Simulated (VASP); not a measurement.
# BAs (I-4m2) in VASP: single point with LDA

Aim: the single point of BAs with LDA.

All numbers are computed with VASP 6.6.1; they aren't measurements. Logs are shortened: lines on timing, memory, paths and dates and some standing lists are left out, and cuts for length are marked.

### 1 The cell of the first run

It takes space group I-4m2 (No. 119, tetragonal). The conventional cell has a = 3.378 Å, b = 3.378 Å, c = 4.586 Å, α = 90.00°, β = 90.00°, γ = 90.00°. Within 2.7 Å of B (site symmetry -4m2) lie 4 As at 2.04 Å. Within 2.7 Å of As (site symmetry -4m2) lie 4 B at 2.04 Å.

### 2 Single point, LDA (strain -0.0400 x Voigt [1, 0, 0, 0, 0, 0])

INCAR

```
SYSTEM = BAs
  PREC = Accurate
  ENCUT = 500
  EDIFF = 1E-6
  ISMEAR = -1
  SIGMA = 0.2
  LREAL = .False.
  LASPH = .True.
  NELM = 120
  ALGO = Normal
  ISIF = 2
  LWAVE = .False.
  LCHARG = .False.
  NBANDS = 11
  GGA_COMPAT = .False.
```

KPOINTS

```
regular mesh
0
Gamma
  10 10 10
  0 0 0
```

POSCAR

```
BAs
1.0
    0.0000000000      2.3885000000      2.3885000000
    2.2929600000      0.0000000000      2.3885000000
    2.2929600000      2.3885000000      0.0000000000
B As
1 1
Direct
    0.0000000000      0.0000000000      0.0000000000
    0.7500000000      0.7500000000      0.7500000000
```

Potentials or basis: VASP PAW LDA potentials, release 64 (B, As).

Command:

```
$ cat potpaw_LDA.64/B/POTCAR potpaw_LDA.64/As/POTCAR > POTCAR
$ mpirun -np 1 vasp_std > vasp.out
```

OUTCAR:

```text
SYSTEM = BAs
   PREC = Accurate
   ENCUT = 500
   EDIFF = 1E-6
   ISMEAR = -1
   LREAL = .False.
   LASPH = .True.
   NELM = 120
   ISIF = 2

 ion  position               nearest neighbor table
   1  0.000  0.000  0.000-   2 2.04   2 2.04   2 2.04   2 2.04
   2  0.750  0.750  0.750-   1 2.04   1 2.04   1 2.04   1 2.04

  LATTYP: Found a body centered tetragonal cell.
 ALAT       =     3.3778490937
 C/A-ratio  =     1.3576450199

  Lattice vectors:

 A1 = (  -2.2929600000,   0.0000000000,  -2.3885000000)
 A2 = (  -2.2929600000,   0.0000000000,   2.3885000000)
 A3 = (   2.2929600000,   2.3885000000,   0.0000000000)

Analysis of symmetry for initial positions (statically):
=====================================================================
 Subroutine PRICEL returns:
 Original cell was already a primitive cell.

 Routine SETGRP: Setting up the symmetry group for a
 body centered tetragonal supercell.

 Subroutine GETGRP returns: Found  8 space group operations
 (whereof  8 operations were pure point group operations)
 out of a pool of 16 trial point group operations.

The static configuration has the point symmetry D_2d.

Analysis of symmetry for dynamics (positions and initial velocities):
=====================================================================
 Subroutine PRICEL returns:
 Original cell was already a primitive cell.

 Routine SETGRP: Setting up the symmetry group for a
 body centered tetragonal supercell.

 Subroutine GETGRP returns: Found  8 space group operations
 (whereof  8 operations were pure point group operations)
 out of a pool of 16 trial point group operations.

The dynamic configuration has the point symmetry D_2d.

 Subroutine INISYM returns: Found  8 space group operations
 (whereof  8 operations are pure point group operations),
 and found     1 'primitive' translations

----------------------------------------------------------------------------------------

                                     Primitive cell

  volume of cell :      26.1624

  direct lattice vectors                    reciprocal lattice vectors
     0.000000000  2.388500000  2.388500000    -0.218058754  0.209336404  0.209336404
     2.292960000  0.000000000  2.388500000     0.218058754 -0.209336404  0.209336404
     2.292960000  2.388500000  0.000000000     0.218058754  0.209336404 -0.209336404

  length of vectors
     3.377849094  3.310981397  3.310981397     0.367686116  0.367686116  0.367686116

  position of ions in fractional coordinates (direct lattice)
     0.000000000  0.000000000  0.000000000
     0.750000000  0.750000000  0.750000000

  ion indices of the primitive-cell ions
   primitive index   ion index
                 1           1
                 2           2

----------------------------------------------------------------------------------------

 KPOINTS: regular mesh

Automatic generation of k-mesh.
 Grid dimensions read from file:
 generate k-points for:   10   10   10

 Generating k-lattice:

  Cartesian coordinates                     Fractional coordinates (reciprocal lattice)
    -0.021805875  0.020933640  0.020933640     0.100000000 -0.000000000 -0.000000000
     0.021805875 -0.020933640  0.020933640     0.000000000  0.100000000  0.000000000
     0.021805875  0.020933640 -0.020933640     0.000000000  0.000000000  0.100000000

  Length of vectors
     0.036768612  0.036768612  0.036768612

  Shift w.r.t. Gamma in fractional coordinates (k-lattice)
     0.000000000  0.000000000  0.000000000

 Subroutine IBZKPT returns following result:
 ===========================================

 Found    102 irreducible k-points:

 Following reciprocal coordinates:
            Coordinates               Weight
  0.000000  0.000000  0.000000      1.000000
  0.100000  0.000000  0.000000      8.000000
  0.200000  0.000000  0.000000      8.000000
  0.300000  0.000000  0.000000      8.000000
  0.400000  0.000000  0.000000      8.000000
  0.500000  0.000000  0.000000      4.000000
[... 16 lines left out ...]
  0.300000  0.300000  0.000000      4.000000
  0.400000  0.300000  0.000000     16.000000
 [... further k-points ...]
   k-points           NKPTS =    102   k-points in BZ     NKDIM =    102   number of bands    NBANDS=     11
   number of dos      NEDOS =    301   number of ions     NIONS =      2
   total plane-waves  NPLWV =  16128
   dimension x,y,z NGX =    28 NGY =   24 NGZ =   24
   dimension x,y,z NGXF=    56 NGYF=   48 NGZF=   48
   ions per type =               1   1
   NGX,Y,Z   is equivalent  to a cutoff of  13.78, 12.05, 12.05 a.u.
   NGXF,Y,Z  is equivalent  to a cutoff of  27.56, 24.10, 24.10 a.u.
 SYSTEM =  BAs
   PREC   = accura    normal or accurate (medium, high low for compatibility)
   ISTART =      0    job   : 0-new  1-cont  2-samecut
   ICHARG =      2    charge: 1-file 2-atom 10-const
   ISPIN  =      1    spin polarized calculation?
   LNONCOLLINEAR =      F non collinear calculations
   LSORBIT =      F    spin-orbit coupling
   LASPH  =      T    aspherical Exc in radial PAW
   ENCUT  =  500.0 eV  36.75 Ry    6.06 a.u.   6.16  6.04  6.04*2*pi/ulx,y,z
   NELM   =    120;   NELMIN=  2; NELMDL= -5     # of ELM steps
   EDIFF  = 0.1E-05   stopping-criterion for ELM
   LREAL  =      F    real-space projection
   EDIFFG = 0.1E-04   stopping-criterion for IOM
   NSW    =      0    number of steps for IOM
   IBRION =     -1    ionic relax: 0-MD 1-quasi-New 2-CG
   NFREE  =      0    steps in history (QN), initial steepest desc. (CG)
   ISIF   =      2    stress and relaxation
   ISYM   =      2    0-nonsym 1-usesym 2-fastsym
   POTIM  = 0.5000    time-step for ionic-motion
   TEBEG  =    0.0;   TEEND  =   0.0 temperature during run
   PSTRESS=    0.0 pullay stress
   NELECT =       8.0000    total number of electrons
   NUPDOWN=      -1.0000    fix difference up-down
   EMIN   =  10.00;   EMAX   =-10.00  energy-range for DOS
   EFERMI =   0.00;   METHOD = LEGACY
   ISMEAR =    -1;   SIGMA  =   0.20  broadening in eV -4-tet -1-fermi 0-gaus
   EFERMI_NEDOS =   21; number of points for ismear=-14 and -15
   IALGO  =     38    algorithm
   IMIX   =      4    mixing-type and parameters
     AMIX     =   0.40;   BMIX     =  1.00
     AMIX_MAG =   1.60;   BMIX_MAG =  1.00
  volume/ion in A,a.u.               =      13.08        88.28
  Fermi-wavevector in a.u.,A,eV,Ry     =   1.102925  2.084225 16.550708  1.216443
  Thomas-Fermi vector in A             =   2.239375
   LORBIT       =      0    0 simple, 1 ext, 2 COOP (PROOUT), +10 PAW based schemes
   GGA     = CA    functional components
   LHFCALC =     F    Hartree Fock is set to
   AEXX    =    0.0000 exact exchange contribution
   IVDW    =     0    specifies the selected vdW correction
   LEPSILON=     F    determine dielectric tensor
   LRPA    =     F    only Hartree local field effects (RPA)
 non-spin polarized calculation
  energy-cutoff  :      500.00
  volume of cell :       26.16
 maximum number of plane-waves:       676
 NGX is ok and might be reduce to    28
   NGX = 13   NGY = 13   NGZ = 13

 number of electron       8.0000000 magnetization

 Free energy of the ion-electron system (eV)
  ---------------------------------------------------
  ext. energy  EPLUGINS =         0.00000000
  ---------------------------------------------------
  free energy    TOTEN  =       -12.90410266 eV

  energy without entropy =      -12.89970194  energy(sigma->0) =      -12.90190230

 E-fermi :   7.0698     XC(G=0): -10.9567

 val. band max:        6.8824039205   @ k =   0.0000   0.0000   0.0000
 cond. band min:       7.3504885566   @ k =   0.0000   0.4000   0.4000
 fundamental gap:      0.4680846361
 Fermi energy:         7.0698408352

 k-point     1 :       0.0000    0.0000    0.0000
  band No.  band energies     occupation
      1      -9.1264      2.00000
      2       6.4965      1.89236
      3       6.4965      1.89236
      4       6.8824      1.43706
      5       9.7638      0.00000
      6      10.0279      0.00000
      7      10.0279      0.00000
      8      11.8281      0.00000
      9      16.2019      0.00000
     10      19.2593      0.00000
     11      20.2861      0.00000

 k-point     2 :       0.1000    0.0000    0.0000
  band No.  band energies     occupation
      1      -8.9563      2.00000
      2       5.1984      1.99983
      3       6.1702      1.97799
      4       6.4650      1.90731
      5      10.0255      0.00000
      6      10.3976      0.00000
      7      10.4250      0.00000
      8      12.6083      0.00000
      9      16.8728      0.00000
     10      18.2271      0.00000
     11      18.9008      0.00000

 k-point     3 :       0.2000    0.0000    0.0000
  band No.  band energies     occupation
      1      -8.4541      2.00000
      2       2.7877      2.00000
      3       5.5429      1.99903
      4       5.8868      1.99462
      5       9.9455      0.00000
      6      11.0928      0.00000
      7      11.1161      0.00000
      8      14.0883      0.00000
      9      17.6603      0.00000
     10      17.6656      0.00000
     11      18.3633      0.00000

 k-point     4 :       0.3000    0.0000    0.0000
  band No.  band energies     occupation
      1      -7.6548      2.00000
      2       0.4259      2.00000
      3       4.9828      1.99994
      4       5.3952      1.99954
      5       9.7016      0.00000
      6      11.3735      0.00000
      7      11.6240      0.00000
      8      15.1838      0.00000
      9      17.8307      0.00000
     10      18.3599      0.00000
     11      18.6700      0.00000
[... 239 lines left out ...]
 k-point    22 :      -0.2000    0.2000   -0.0000
  band No.  band energies     occupation
      1      -7.3619      2.00000
      2       1.0199      2.00000
      3       2.2935      2.00000
      4       5.4058      1.99951
      5      10.8034      0.00000
      6      11.6901      0.00000
      7      12.7377      0.00000
      8      13.7555      0.00000
      9      16.7043      0.00000
     10      19.3910      0.00000
     11      21.1164      0.00000

 k-point    23 :       0.3000    0.3000    0.0000
  band No.  band energies     occupation
      1      -7.1926      2.00000
      2       1.2622      2.00000
      3       3.3660      2.00000
      4       3.4779      2.00000
      5       8.1305      0.00990
      6      10.2981      0.00000
      7      14.7906      0.00000
      8      15.6995      0.00000
      9      17.6924      0.00000
     10      21.6410      0.00000
     11      22.3432      0.00000

 k-point    24 :       0.4000    0.3000    0.0000
  band No.  band energies     occupation
      1      -6.4495      2.00000
      2       0.0147      2.00000
      3       2.5412      2.00000
      4       3.1286      2.00000
      5       8.4400      0.00211
      6      10.1007      0.00000
      7      15.2703      0.00000
      8      16.2518      0.00000
      9      18.6994      0.00000
     10      22.4146      0.00000
     11      23.0927      0.00000

 [... further k-points ...]

------------------------ aborting loop because EDIFF is reached ----------------------------------------

  FORCE on cell =-STRESS in cart. coord.  units (eV):
  Direction    XX          YY          ZZ          XY          YZ          ZX
  --------------------------------------------------------------------------------------
  -------------------------------------------------------------------------------------
  Total        1.3375659      0.0341112      0.0341112      0.0000000      0.0000000     -0.0000000
  in kB       81.9122425      2.0889599      2.0889599      0.0000000      0.0000000     -0.0000000
  external PRESSURE =      28.6967207 kB  Pullay stress =       0.0000000 kB

 VOLUME and BASIS-vectors are now :
 -----------------------------------------------------------------------------
  energy-cutoff  :      500.00
  volume of cell :       26.16
      direct lattice vectors                 reciprocal lattice vectors
     0.000000000  2.388500000  2.388500000    -0.218058754  0.209336404  0.209336404
     2.292960000  0.000000000  2.388500000     0.218058754 -0.209336404  0.209336404
     2.292960000  2.388500000  0.000000000     0.218058754  0.209336404 -0.209336404

 POSITION                                       TOTAL-FORCE (eV/Angst)
 -----------------------------------------------------------------------------------
      0.00000      0.00000      0.00000         0.000000      0.000000      0.000000
      3.43944      3.58275      3.58275        -0.000000     -0.000000     -0.000000
 -----------------------------------------------------------------------------------
    total drift:                                0.000000      0.000000      0.000000

  FREE ENERGIE OF THE ION-ELECTRON SYSTEM (eV)
  ---------------------------------------------------
  free  energy   TOTEN  =       -12.9041026575 eV

  energy  without entropy=      -12.8997019366  energy(sigma->0) =      -12.90190230
```

It took 20 s on 1 thread of Intel Xeon Platinum 8488C (Sapphire Rapids), shared host; peak memory 0.15 GiB.

What came out:

```yaml
Free_energy: -12.9041 eV
Pressure: 2.9 GPa
Band_gap_on_the_k_mesh: 0.47 eV (least direct gap 2.88 eV)
```

Caveat: the cell differs from its parent crystal (strain -0.0400 x Voigt [1, 0, 0, 0, 0, 0]). A k mesh can miss the band edges.
